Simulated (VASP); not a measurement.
# FeO (P6_3/mmc) in VASP: single point with PBE+U

Aim: the single point of FeO with PBE+U.

All numbers are computed with VASP 6.6.1; they aren't measurements. Logs are shortened: lines on timing, memory, paths and dates and some standing lists are left out, and cuts for length are marked.

## Step 1: The cell of the first run

The structure is hexagonal, space group P6_3/mmc (No. 194). Conventional cell: a = 2.950 Å, b = 2.950 Å, c = 5.200 Å, α = 90.00°, β = 90.00°, γ = 120.00°. Fe (site symmetry -3m) has 6 O at 2.14 Å and 2 Fe at 2.60 Å within 2.8 Å. Within 2.8 Å of O (site symmetry -6m2) lie 6 Fe at 2.14 Å.

## Step 2: Single point, PBE+U, collinear spin, antiferromagnetic start

Input file INCAR:

```
PREC = Accurate
ENCUT = 600
EDIFF = 1E-6
ISMEAR = -1
SIGMA = 0.1
LREAL = False
LASPH = True
NELM = 200
ALGO = Normal
ISIF = 2
LWAVE = False
LCHARG = False
ISPIN = 2
MAGMOM = 4 -4 0 0
LORBIT = 11
LMAXMIX = 4
LDAU = True
LDAUTYPE = 2
LDAUL = 2 -1
LDAUU = 3 0
LDAUJ = 0 0
LDAUPRINT = 1
GGA = PE
NBANDS = 26
GGA_COMPAT = False
```

Input file KPOINTS:

```
Automatic mesh
0
Gamma
  6 6 4
```

Input file POSCAR:

```
FeO
1.0
    2.9500000000      0.0000000000      0.0000000000
   -1.4750000000      2.5547750000      0.0000000000
    0.0000000000      0.0000000000      5.2000000000
Fe O
2 2
Direct
    0.0000000000      0.0000000000      0.0000000000
    0.0000000000      0.0000000000      0.5000000000
    0.3333330000      0.6666670000      0.2500000000
    0.6666670000      0.3333330000      0.7500000000
```

Potentials or basis: VASP PAW PBE potentials, release 64 (Fe, O).

Started as:

```console
$ cat potpaw_PBE.64/Fe/POTCAR potpaw_PBE.64/O/POTCAR > POTCAR
$ mpirun -np 1 vasp_std > vasp.out
```

OUTCAR:

```text
PREC = Accurate
   ENCUT = 600
   EDIFF = 1E-6
   ISMEAR = -1
   LREAL = False
   LASPH = True
   NELM = 200
   ISIF = 2
   ISPIN = 2
   LORBIT = 11
   GGA = PE

 ion  position               nearest neighbor table
   1  0.000  0.000  0.000-   3 2.14   4 2.14   4 2.14   3 2.14   4 2.14   3 2.14   2 2.60   2 2.60

   2  0.000  0.000  0.500-   3 2.14   4 2.14   4 2.14   3 2.14   4 2.14   3 2.14   1 2.60   1 2.60

   3  0.333  0.667  0.250-   1 2.14   2 2.14   1 2.14   2 2.14   1 2.14   2 2.14
   4  0.667  0.333  0.750-   1 2.14   2 2.14   1 2.14   2 2.14   1 2.14   2 2.14

  LATTYP: Found a hexagonal cell.
 ALAT       =     2.9500000000
 C/A-ratio  =     1.7627118644

  Lattice vectors:

 A1 = (   2.9500000000,   0.0000000000,   0.0000000000)
 A2 = (  -1.4750000000,   2.5547750000,   0.0000000000)
 A3 = (   0.0000000000,   0.0000000000,   5.2000000000)

Analysis of symmetry for initial positions (statically):
=====================================================================
 Subroutine PRICEL returns:
 Original cell was already a primitive cell.

 Routine SETGRP: Setting up the symmetry group for a
 hexagonal supercell.

 Subroutine GETGRP returns: Found 24 space group operations
 (whereof 12 operations were pure point group operations)
 out of a pool of 24 trial point group operations.

The static configuration has the point symmetry D_3d.
 The point group associated with its full space group is D_6h.

Analysis of symmetry for dynamics (positions and initial velocities):
=====================================================================
 Subroutine PRICEL returns:
 Original cell was already a primitive cell.

 Routine SETGRP: Setting up the symmetry group for a
 hexagonal supercell.

 Subroutine GETGRP returns: Found 24 space group operations
 (whereof 12 operations were pure point group operations)
 out of a pool of 24 trial point group operations.

The dynamic configuration has the point symmetry D_3d.
 The point group associated with its full space group is D_6h.

Analysis of structural, dynamic, and magnetic symmetry:
=====================================================================
 Subroutine PRICEL returns:
 Original cell was already a primitive cell.

 Routine SETGRP: Setting up the symmetry group for a
 hexagonal supercell.

 Subroutine GETGRP returns: Found 24 space group operations
 (whereof 12 operations were pure point group operations)
 out of a pool of 24 trial point group operations.

The overall configuration has the point symmetry D_3d.
 The point group associated with its full space group is D_6h.

 Subroutine INISYM returns: Found 24 space group operations
 (whereof 12 operations are pure point group operations),
 and found     1 'primitive' translations

----------------------------------------------------------------------------------------

                                     Primitive cell

  volume of cell :      39.1902

  direct lattice vectors                    reciprocal lattice vectors
     2.950000000  0.000000000  0.000000000     0.338983051  0.195711951  0.000000000
    -1.475000000  2.554775000  0.000000000     0.000000000  0.391423902  0.000000000
     0.000000000  0.000000000  5.200000000     0.000000000  0.000000000  0.192307692

  length of vectors
     2.950000000  2.950000051  5.200000000     0.391423909  0.391423902  0.192307692

  position of ions in fractional coordinates (direct lattice)
     0.000000000  0.000000000  0.000000000
     0.000000000  0.000000000  0.500000000
     0.333333000  0.666667000  0.250000000
     0.666667000  0.333333000  0.750000000

  ion indices of the primitive-cell ions
   primitive index   ion index
                 1           1
                 2           2
                 3           3
                 4           4

----------------------------------------------------------------------------------------

 KPOINTS: Automatic mesh

Automatic generation of k-mesh.
 Grid dimensions read from file:
[... 89 lines left out ...]
   J (eV)           for each species LDAUJ =   0.0  0.0
   GGA     = PE    functional components
   LHFCALC =     F    Hartree Fock is set to
   AEXX    =    0.0000 exact exchange contribution
   IVDW    =     0    specifies the selected vdW correction
   LEPSILON=     F    determine dielectric tensor
   LRPA    =     F    only Hartree local field effects (RPA)
 spin polarized calculation
  energy-cutoff  :      600.00
  volume of cell :       39.19
 maximum number of plane-waves:      1320
 NGX is ok and might be reduce to    24
   NGX = 11   NGY = 11   NGZ = 21

 number of electron      28.0000001 magnetization      -0.0000000

atom =   1  type =  1  l = 2

 onsite density matrix

spin component  1

  0.9743  0.0000 -0.0000 -0.0186 -0.0000
  0.0000  0.9897 -0.0000 -0.0000 -0.0186
 -0.0000 -0.0000  0.9633  0.0000  0.0000
 -0.0186 -0.0000  0.0000  0.9897 -0.0000
 -0.0000 -0.0186  0.0000 -0.0000  0.9743

spin component  2

  0.0902 -0.0000 -0.0000 -0.0411  0.0000
 -0.0000  0.1064 -0.0000 -0.0000 -0.0411
 -0.0000 -0.0000  0.9049  0.0000  0.0000
 -0.0411 -0.0000  0.0000  0.1064 -0.0000
  0.0000 -0.0411  0.0000 -0.0000  0.0902

 occupancies and eigenvectors

  o =  0.0564  v =  0.0000  0.0000  0.0000  0.0000  0.0000 -0.7725  0.0000 -0.0000 -0.6351  0.0000      0.0000  0.0000  0.0000  0.0000  0.0000  0.0000  0.0000  0.0000  0.0000  0.0000
  o =  0.0564  v =  0.0000  0.0000  0.0000  0.0000  0.0000  0.0000  0.6351 -0.0000  0.0000  0.7725      0.0000  0.0000  0.0000  0.0000  0.0000  0.0000  0.0000  0.0000  0.0000  0.0000
  o =  0.1402  v =  0.0000  0.0000  0.0000  0.0000  0.0000  0.6351  0.0000  0.0000 -0.7725 -0.0000      0.0000  0.0000  0.0000  0.0000  0.0000  0.0000  0.0000  0.0000  0.0000  0.0000
  o =  0.1402  v =  0.0000  0.0000  0.0000  0.0000  0.0000 -0.0000  0.7725  0.0000  0.0000 -0.6351      0.0000  0.0000  0.0000  0.0000  0.0000  0.0000  0.0000  0.0000  0.0000  0.0000
  o =  0.9049  v =  0.0000  0.0000  0.0000  0.0000  0.0000 -0.0000 -0.0000  1.0000  0.0000  0.0000      0.0000  0.0000  0.0000  0.0000  0.0000  0.0000  0.0000  0.0000  0.0000  0.0000
  o =  0.9619  v = -0.8318  0.0000 -0.0000 -0.5551  0.0000  0.0000  0.0000  0.0000  0.0000  0.0000      0.0000  0.0000  0.0000  0.0000  0.0000  0.0000  0.0000  0.0000  0.0000  0.0000
  o =  0.9619  v =  0.0000  0.5551 -0.0000  0.0000  0.8318  0.0000  0.0000  0.0000  0.0000  0.0000      0.0000  0.0000  0.0000  0.0000  0.0000  0.0000  0.0000  0.0000  0.0000  0.0000
  o =  0.9633  v = -0.0000  0.0000  1.0000 -0.0000  0.0000  0.0000  0.0000  0.0000  0.0000  0.0000      0.0000  0.0000  0.0000  0.0000  0.0000  0.0000  0.0000  0.0000  0.0000  0.0000
  o =  1.0021  v = -0.5551 -0.0000  0.0000  0.8318  0.0000  0.0000  0.0000  0.0000  0.0000  0.0000      0.0000  0.0000  0.0000  0.0000  0.0000  0.0000  0.0000  0.0000  0.0000  0.0000
  o =  1.0021  v = -0.0000  0.8318 -0.0000  0.0000 -0.5551  0.0000  0.0000  0.0000  0.0000  0.0000      0.0000  0.0000  0.0000  0.0000  0.0000  0.0000  0.0000  0.0000  0.0000  0.0000

atom =   2  type =  1  l = 2

 onsite density matrix

spin component  1

  0.0902  0.0000 -0.0000  0.0411  0.0000
  0.0000  0.1064  0.0000 -0.0000  0.0411
 -0.0000  0.0000  0.9049  0.0000  0.0000
  0.0411 -0.0000  0.0000  0.1064  0.0000
  0.0000  0.0411  0.0000  0.0000  0.0902

spin component  2

  0.9743 -0.0000 -0.0000  0.0186  0.0000
 -0.0000  0.9897  0.0000 -0.0000  0.0186
 -0.0000  0.0000  0.9633 -0.0000  0.0000
  0.0186 -0.0000 -0.0000  0.9897  0.0000
  0.0000  0.0186  0.0000  0.0000  0.9743

 occupancies and eigenvectors

  o =  0.0564  v =  0.7725  0.0000  0.0000 -0.6351 -0.0000  0.0000  0.0000  0.0000  0.0000  0.0000      0.0000  0.0000  0.0000  0.0000  0.0000  0.0000  0.0000  0.0000  0.0000  0.0000
  o =  0.0564  v =  0.0000 -0.6351 -0.0000 -0.0000  0.7725  0.0000  0.0000  0.0000  0.0000  0.0000      0.0000  0.0000  0.0000  0.0000  0.0000  0.0000  0.0000  0.0000  0.0000  0.0000
  o =  0.1402  v = -0.6351  0.0000 -0.0000 -0.7725  0.0000  0.0000  0.0000  0.0000  0.0000  0.0000      0.0000  0.0000  0.0000  0.0000  0.0000  0.0000  0.0000  0.0000  0.0000  0.0000
  o =  0.1402  v = -0.0000 -0.7725  0.0000 -0.0000 -0.6351  0.0000  0.0000  0.0000  0.0000  0.0000      0.0000  0.0000  0.0000  0.0000  0.0000  0.0000  0.0000  0.0000  0.0000  0.0000
  o =  0.9049  v = -0.0000  0.0000  1.0000 -0.0000  0.0000  0.0000  0.0000  0.0000  0.0000  0.0000      0.0000  0.0000  0.0000  0.0000  0.0000  0.0000  0.0000  0.0000  0.0000  0.0000
  o =  0.9619  v =  0.0000  0.0000  0.0000  0.0000  0.0000  0.8318  0.0000  0.0000 -0.5551 -0.0000      0.0000  0.0000  0.0000  0.0000  0.0000  0.0000  0.0000  0.0000  0.0000  0.0000
  o =  0.9619  v =  0.0000  0.0000  0.0000  0.0000  0.0000 -0.0000  0.5551  0.0000  0.0000 -0.8318      0.0000  0.0000  0.0000  0.0000  0.0000  0.0000  0.0000  0.0000  0.0000  0.0000
  o =  0.9633  v =  0.0000  0.0000  0.0000  0.0000  0.0000 -0.0000 -0.0000  1.0000  0.0000  0.0000      0.0000  0.0000  0.0000  0.0000  0.0000  0.0000  0.0000  0.0000  0.0000  0.0000
  o =  1.0021  v =  0.0000  0.0000  0.0000  0.0000  0.0000 -0.5551  0.0000  0.0000 -0.8318  0.0000      0.0000  0.0000  0.0000  0.0000  0.0000  0.0000  0.0000  0.0000  0.0000  0.0000
  o =  1.0021  v =  0.0000  0.0000  0.0000  0.0000  0.0000 -0.0000 -0.8318 -0.0000 -0.0000 -0.5551      0.0000  0.0000  0.0000  0.0000  0.0000  0.0000  0.0000  0.0000  0.0000  0.0000

 number of electron      28.0000001 magnetization       0.0000000

 Free energy of the ion-electron system (eV)
  ---------------------------------------------------
  ext. energy  EPLUGINS =         0.00000000
  ---------------------------------------------------
  free energy    TOTEN  =       -27.24320832 eV

  energy without entropy =      -27.24262382  energy(sigma->0) =      -27.24291607

 E-fermi :   6.4709     XC(G=0): -12.1918

 val. band max:        5.7403125210   @ k =   0.0000   0.0000   0.0000
 cond. band min:       7.0988107686   @ k =   0.0000   0.0000   0.0000
 fundamental gap:      1.3584982475
 Fermi energy:         6.4708656128

 spin component 1

 k-point     1 :       0.0000    0.0000    0.0000
  band No.  band energies     occupation
      1     -14.1167      1.00000
      2     -13.0254      1.00000
      3      -2.3599      1.00000
      4      -0.3130      1.00000
      5      -0.3130      1.00000
      6       1.4251      1.00000
[... 598 lines left out ...]
     25      21.0562      0.00000
     26      21.2153      0.00000
 Fermi energy:         6.4708656128

 spin component 2

 k-point     1 :       0.0000    0.0000    0.0000
  band No.  band energies     occupation
      1     -14.1167      1.00000
      2     -13.0254      1.00000
      3      -2.3599      1.00000
      4      -0.3130      1.00000
      5      -0.3130      1.00000
      6       1.4251      1.00000
[... 598 lines left out ...]
     25      21.0562      0.00000
     26      21.2153      0.00000

------------------------ aborting loop because EDIFF is reached ----------------------------------------

  FORCE on cell =-STRESS in cart. coord.  units (eV):
  Direction    XX          YY          ZZ          XY          YZ          ZX
  --------------------------------------------------------------------------------------
  -------------------------------------------------------------------------------------
  Total        2.9566303      2.9566305      1.5998833     -0.0000000     -0.0000000     -0.0000000
  in kB      120.8730814    120.8730870     65.4064944     -0.0000000     -0.0000000     -0.0000000
  external PRESSURE =     102.3842209 kB  Pullay stress =       0.0000000 kB

 VOLUME and BASIS-vectors are now :
 -----------------------------------------------------------------------------
  energy-cutoff  :      600.00
  volume of cell :       39.19
      direct lattice vectors                 reciprocal lattice vectors
     2.950000000  0.000000000  0.000000000     0.338983051  0.195711951  0.000000000
    -1.475000000  2.554775000  0.000000000     0.000000000  0.391423902  0.000000000
     0.000000000  0.000000000  5.200000000     0.000000000  0.000000000  0.192307692

 POSITION                                       TOTAL-FORCE (eV/Angst)
 -----------------------------------------------------------------------------------
      0.00000      0.00000      0.00000         0.000000      0.000000      0.000000
      0.00000      0.00000      2.60000         0.000000      0.000000      0.000000
     -0.00000      1.70318      1.30000        -0.000000      0.000000      0.000000
      1.47500      0.85159      3.90000        -0.000000     -0.000000      0.000000
 -----------------------------------------------------------------------------------
    total drift:                                0.000000     -0.000000      0.000000

  FREE ENERGIE OF THE ION-ELECTRON SYSTEM (eV)
  ---------------------------------------------------
  free  energy   TOTEN  =       -27.2432083217 eV

  energy  without entropy=      -27.2426238224  energy(sigma->0) =      -27.24291607

 total charge

# of ion       s       p       d       tot
------------------------------------------
    1        0.304   0.394   6.165   6.862
    2        0.304   0.394   6.165   6.862
    3        1.553   3.461   0.000   5.013
    4        1.553   3.461   0.000   5.013
--------------------------------------------------
tot          3.712   7.709  12.329  23.751

 magnetization (x)

# of ion       s       p       d       tot
------------------------------------------
    1        0.011   0.007   3.590   3.607
    2       -0.011  -0.007  -3.590  -3.607
    3        0.000   0.000   0.000   0.000
    4        0.000   0.000   0.000   0.000
--------------------------------------------------
tot          0.000   0.000  -0.000  -0.000
```

It took 51 s on 1 thread of Intel Xeon Platinum 8488C (Sapphire Rapids), shared host; peak memory 0.2 GiB.

Results:

```
Free energy                                           : -27.2432 eV
Pressure                                              : 10.2 GPa
Band gap on the k mesh                                : 1.36 eV, direct
Net moment                                            : 0.00 μB per cell
Site moments                                          : Fe +3.61, -3.61; O +0.00 μB
Valence electrons inside the program's atomic spheres : Fe 6.86; O 5.01
```

Eigenvalues of the final occupation matrices:
| site | spin | trace | eigenvalues |
| --- | --- | --- | --- |
| site 1 d | 1 | 4.89 | 0.96 0.96 0.96 1.00 1.00 |
| site 1 d | 2 | 1.30 | 0.06 0.06 0.14 0.14 0.90 |
| site 2 d | 1 | 1.30 | 0.06 0.06 0.14 0.14 0.90 |
| site 2 d | 2 | 4.89 | 0.96 0.96 0.96 1.00 1.00 |

A k mesh can miss the band edges. The state reached can hang on the start; a lower one may exist.
